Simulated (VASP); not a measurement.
# BAs in VASP: a series of runs

BAs is run at these levels: LDA; tasks: electric field gradients.

Everything below comes from runs of VASP 6.6.1. Logs are shortened: lines on timing, memory, paths and dates and some standing lists are left out, and cuts for length are marked.

## Step 1: The cell of the first run

Symmetry: F-43m, No. 216, cubic system. The conventional cell has a = 4.809 Å, b = 4.809 Å, c = 4.809 Å, α = 90.00°, β = 90.00°, γ = 90.00°. Within 2.8 Å of B (site symmetry -43m) lie 4 As at 2.08 Å. As (site symmetry -43m) has 4 B at 2.08 Å within 2.8 Å.

## Step 2: Electric field gradients, LDA (volume scaled by 1.02)

The input, INCAR:

```
ALGO = Normal
EDIFF = 1E-8
ENCUT = 520
ISIF = 2
ISMEAR = -1
LASPH = T
LCHARG = F
LEFG = T
LREAL = F
LWAVE = F
NBANDS = 11
NELM = 60
PREC = Accurate
SIGMA = 0.03
```

The input, KPOINTS:

```
k-points
0
Gamma
  15 15 15
```

The input, POSCAR:

```
BAs
1.0
    0.0000000000      2.4043183418      2.4043183418
    2.4043183418      0.0000000000      2.4043183418
    2.4043183418      2.4043183418      0.0000000000
B As
1 1
Direct
    0.0000000000      0.0000000000      0.0000000000
    0.7500000000      0.7500000000      0.7500000000
```

Potentials or basis: VASP PAW LDA potentials, release 64 (B, As).

Run with:

```sh
> cat potpaw_LDA.64/B/POTCAR potpaw_LDA.64/As/POTCAR > POTCAR
> mpirun -np 1 vasp_std > vasp.out
```

OUTCAR:

```text
EDIFF = 1E-8
   ENCUT = 520
   ISIF = 2
   ISMEAR = -1
   LASPH = T
   LREAL = F
   NELM = 60
   PREC = Accurate

 ion  position               nearest neighbor table
   1  0.000  0.000  0.000-   2 2.08   2 2.08   2 2.08   2 2.08
   2  0.750  0.750  0.750-   1 2.08   1 2.08   1 2.08   1 2.08

  LATTYP: Found a face centered cubic cell.
 ALAT       =     4.8086366836

  Lattice vectors:

 A1 = (   0.0000000000,   2.4043183418,   2.4043183418)
 A2 = (   2.4043183418,   0.0000000000,   2.4043183418)
 A3 = (   2.4043183418,   2.4043183418,   0.0000000000)

Analysis of symmetry for initial positions (statically):
=====================================================================
 Subroutine PRICEL returns:
 Original cell was already a primitive cell.

 Routine SETGRP: Setting up the symmetry group for a
 face centered cubic supercell.

 Subroutine GETGRP returns: Found 24 space group operations
 (whereof 24 operations were pure point group operations)
 out of a pool of 48 trial point group operations.

The static configuration has the point symmetry T_d .

Analysis of symmetry for dynamics (positions and initial velocities):
=====================================================================
 Subroutine PRICEL returns:
 Original cell was already a primitive cell.

 Routine SETGRP: Setting up the symmetry group for a
 face centered cubic supercell.

 Subroutine GETGRP returns: Found 24 space group operations
 (whereof 24 operations were pure point group operations)
 out of a pool of 48 trial point group operations.

The dynamic configuration has the point symmetry T_d .

 Subroutine INISYM returns: Found 24 space group operations
 (whereof 24 operations are pure point group operations),
 and found     1 'primitive' translations

----------------------------------------------------------------------------------------

                                     Primitive cell

  volume of cell :      27.7975

  direct lattice vectors                    reciprocal lattice vectors
     0.000000000  2.404318342  2.404318342    -0.207959151  0.207959151  0.207959151
     2.404318342  0.000000000  2.404318342     0.207959151 -0.207959151  0.207959151
     2.404318342  2.404318342  0.000000000     0.207959151  0.207959151 -0.207959151

  length of vectors
     3.400219607  3.400219607  3.400219607     0.360195815  0.360195815  0.360195815

  position of ions in fractional coordinates (direct lattice)
     0.000000000  0.000000000  0.000000000
     0.750000000  0.750000000  0.750000000

  ion indices of the primitive-cell ions
   primitive index   ion index
                 1           1
                 2           2

----------------------------------------------------------------------------------------

 KPOINTS: k-points

Automatic generation of k-mesh.
 Grid dimensions read from file:
 generate k-points for:   15   15   15

 Generating k-lattice:

  Cartesian coordinates                     Fractional coordinates (reciprocal lattice)
    -0.013863943  0.013863943  0.013863943     0.066666667  0.000000000  0.000000000
     0.013863943 -0.013863943  0.013863943     0.000000000  0.066666667  0.000000000
     0.013863943  0.013863943 -0.013863943     0.000000000  0.000000000  0.066666667

  Length of vectors
     0.024013054  0.024013054  0.024013054

  Shift w.r.t. Gamma in fractional coordinates (k-lattice)
     0.000000000  0.000000000  0.000000000

 Subroutine IBZKPT returns following result:
 ===========================================

 Found    120 irreducible k-points:

 Following reciprocal coordinates:
            Coordinates               Weight
  0.000000  0.000000  0.000000      1.000000
  0.066667  0.000000  0.000000      8.000000
  0.133333  0.000000  0.000000      8.000000
  0.200000  0.000000  0.000000      8.000000
  0.266667  0.000000  0.000000      8.000000
  0.333333  0.000000  0.000000      8.000000
[... 16 lines left out ...]
  0.133333  0.133333  0.000000      6.000000
  0.200000  0.133333  0.000000     24.000000
 [... further k-points ...]
   k-points           NKPTS =    120   k-points in BZ     NKDIM =    120   number of bands    NBANDS=     11
   number of dos      NEDOS =    301   number of ions     NIONS =      2
   total plane-waves  NPLWV =  21952
   dimension x,y,z NGX =    28 NGY =   28 NGZ =   28
   dimension x,y,z NGXF=    56 NGYF=   56 NGZF=   56
   ions per type =               1   1
   NGX,Y,Z   is equivalent  to a cutoff of  13.69, 13.69, 13.69 a.u.
   NGXF,Y,Z  is equivalent  to a cutoff of  27.38, 27.38, 27.38 a.u.
 SYSTEM =  unknown system
   PREC   = accura    normal or accurate (medium, high low for compatibility)
   ISTART =      0    job   : 0-new  1-cont  2-samecut
   ICHARG =      2    charge: 1-file 2-atom 10-const
   ISPIN  =      1    spin polarized calculation?
   LNONCOLLINEAR =      F non collinear calculations
   LSORBIT =      F    spin-orbit coupling
   LASPH  =      T    aspherical Exc in radial PAW
   ENCUT  =  520.0 eV  38.22 Ry    6.18 a.u.   6.32  6.32  6.32*2*pi/ulx,y,z
   NELM   =     60;   NELMIN=  2; NELMDL= -5     # of ELM steps
   EDIFF  = 0.1E-07   stopping-criterion for ELM
   LREAL  =      F    real-space projection
   EDIFFG = 0.1E-06   stopping-criterion for IOM
   NSW    =      0    number of steps for IOM
   IBRION =     -1    ionic relax: 0-MD 1-quasi-New 2-CG
   NFREE  =      0    steps in history (QN), initial steepest desc. (CG)
   ISIF   =      2    stress and relaxation
   ISYM   =      2    0-nonsym 1-usesym 2-fastsym
   POTIM  = 0.5000    time-step for ionic-motion
   TEBEG  =    0.0;   TEEND  =   0.0 temperature during run
   PSTRESS=    0.0 pullay stress
   NELECT =       8.0000    total number of electrons
   NUPDOWN=      -1.0000    fix difference up-down
   EMIN   =  10.00;   EMAX   =-10.00  energy-range for DOS
   EFERMI =   0.00;   METHOD = LEGACY
   ISMEAR =    -1;   SIGMA  =   0.03  broadening in eV -4-tet -1-fermi 0-gaus
   EFERMI_NEDOS =   21; number of points for ismear=-14 and -15
   IALGO  =     38    algorithm
   IMIX   =      4    mixing-type and parameters
     AMIX     =   0.40;   BMIX     =  1.00
     AMIX_MAG =   1.60;   BMIX_MAG =  1.00
  volume/ion in A,a.u.               =      13.90        93.79
  Fermi-wavevector in a.u.,A,eV,Ry     =   1.080860  2.042530 15.895126  1.168259
  Thomas-Fermi vector in A             =   2.216862
   LORBIT       =      0    0 simple, 1 ext, 2 COOP (PROOUT), +10 PAW based schemes
   GGA     = CA    functional components
   LHFCALC =     F    Hartree Fock is set to
   AEXX    =    0.0000 exact exchange contribution
   IVDW    =     0    specifies the selected vdW correction
   LEPSILON=     F    determine dielectric tensor
   LRPA    =     F    only Hartree local field effects (RPA)
 non-spin polarized calculation
  energy-cutoff  :      520.00
  volume of cell :       27.80
 maximum number of plane-waves:       763
 NGX is ok and might be reduce to    28
   NGX = 13   NGY = 13   NGZ = 13

 number of electron       8.0000000 magnetization

 Free energy of the ion-electron system (eV)
  ---------------------------------------------------
  ext. energy  EPLUGINS =         0.00000000
  ---------------------------------------------------
  free energy    TOTEN  =       -12.90648542 eV

  energy without entropy =      -12.90648542  energy(sigma->0) =      -12.90648542

 E-fermi :   6.4836     XC(G=0): -10.7018

 val. band max:        5.9351284557   @ k =   0.0000   0.0000   0.0000
 cond. band min:       7.0745553278   @ k =   0.4000   0.4000   0.0000
 fundamental gap:      1.1394268722
 Fermi energy:         6.4835832217

 k-point     1 :       0.0000    0.0000    0.0000
  band No.  band energies     occupation
      1      -9.2637      2.00000
      2       5.9351      2.00000
      3       5.9351      2.00000
      4       5.9351      2.00000
      5       9.1593      0.00000
      6       9.1593      0.00000
      7       9.1593      0.00000
      8      10.3766      0.00000
      9      15.1937      0.00000
     10      18.8861      0.00000
     11      18.8861      0.00000

 k-point     2 :       0.0667    0.0000    0.0000
  band No.  band energies     occupation
      1      -9.1921      2.00000
      2       5.2331      2.00000
      3       5.7932      2.00000
      4       5.7932      2.00000
      5       9.2618      0.00000
      6       9.3454      0.00000
      7       9.3454      0.00000
      8      10.8063      0.00000
      9      15.4880      0.00000
     10      18.1991      0.00000
     11      18.1991      0.00000
[... 295 lines left out ...]
 k-point    24 :       0.2000    0.1333    0.0000
  band No.  band energies     occupation
      1      -8.6254      2.00000
      2       3.1476      2.00000
      3       4.2799      2.00000
      4       4.4829      2.00000
      5       8.3853      0.00000
      6      10.8970      0.00000
      7      11.4093      0.00000
      8      11.9072      0.00000
      9      15.6387      0.00000
     10      17.4220      0.00000
     11      19.0973      0.00000

 [... further k-points ...]
[... 5 lines left out ...]
  --------------------------------------------------------------------------------------
  -------------------------------------------------------------------------------------
  Total       -0.9790668     -0.9790668     -0.9790668     -0.0000000      0.0000000      0.0000000
  in kB      -56.4309038    -56.4309038    -56.4309038     -0.0000000      0.0000000      0.0000000
  external PRESSURE =     -56.4309038 kB  Pullay stress =       0.0000000 kB

 VOLUME and BASIS-vectors are now :
 -----------------------------------------------------------------------------
  energy-cutoff  :      520.00
  volume of cell :       27.80
      direct lattice vectors                 reciprocal lattice vectors
     0.000000000  2.404318342  2.404318342    -0.207959151  0.207959151  0.207959151
     2.404318342  0.000000000  2.404318342     0.207959151 -0.207959151  0.207959151
     2.404318342  2.404318342  0.000000000     0.207959151  0.207959151 -0.207959151

 POSITION                                       TOTAL-FORCE (eV/Angst)
 -----------------------------------------------------------------------------------
      0.00000      0.00000      0.00000        -0.000000     -0.000000     -0.000000
      3.60648      3.60648      3.60648         0.000000      0.000000      0.000000
 -----------------------------------------------------------------------------------
    total drift:                                0.000000      0.000000      0.000000

  FREE ENERGIE OF THE ION-ELECTRON SYSTEM (eV)
  ---------------------------------------------------
  free  energy   TOTEN  =       -12.9064854163 eV

  energy  without entropy=      -12.9064854163  energy(sigma->0) =      -12.90648542

 Electric field gradients (V/A^2)
---------------------------------------------------------------------
 ion       V_xx      V_yy      V_zz      V_xy      V_xz      V_yz
---------------------------------------------------------------------
   1       0.000    -0.000     0.000    -0.000    -0.000    -0.000
   2      -0.000     0.000     0.000     0.000     0.000     0.000
---------------------------------------------------------------------

 Electric field gradients after diagonalization (V/A^2)
 (convention: |V_zz| > |V_xx| > |V_yy|)
----------------------------------------------------------------------
 ion       V_xx      V_yy      V_zz     asymmetry (V_yy - V_xx)/ V_zz
----------------------------------------------------------------------
   1       0.000     0.000    -0.000       0.000
   2      -0.000    -0.000     0.000       0.000
----------------------------------------------------------------------

           NMR quadrupolar parameters

 Cq : quadrupolar parameter    Cq=e*Q*V_zz/h
 eta: asymmetry parameters     (V_yy - V_xx)/ V_zz
 Q  : nuclear electric quadrupole moment in mb (millibarn)
----------------------------------------------------------------------
 ion       Cq(MHz)       eta       Q (mb)
----------------------------------------------------------------------
   1      -0.000       0.000       1.000
   2       0.000       0.000       1.000
----------------------------------------------------------------------
```

Run time: 20 s. Hardware: 1 thread of Intel Xeon 6975P-C (Granite Rapids), shared host; peak memory 0.16 GiB.

Results:

```yaml
Free_energy: -12.9065 eV
Pressure: -5.6 GPa
Band_gap_on_the_k_mesh: 1.14 eV, indirect (least direct gap 3.22 eV)
```

Levels at points of the mesh, in eV from the valence-band top:
| k point | band 2 | band 3 | band 4 | band 5 | band 6 | band 7 |
| --- | --- | --- | --- | --- | --- | --- |
| (0.00, 0.00, 0.00) | 0.00 | 0.00 | 0.00 | 3.22 | 3.22 | 3.22 |

Caveat: without QUAD_EFG the Cq values of the log hold for a quadrupole moment of 1 mb, not for the nuclei. A k mesh can miss the band edges.

(Continued in part 2 of 3.)
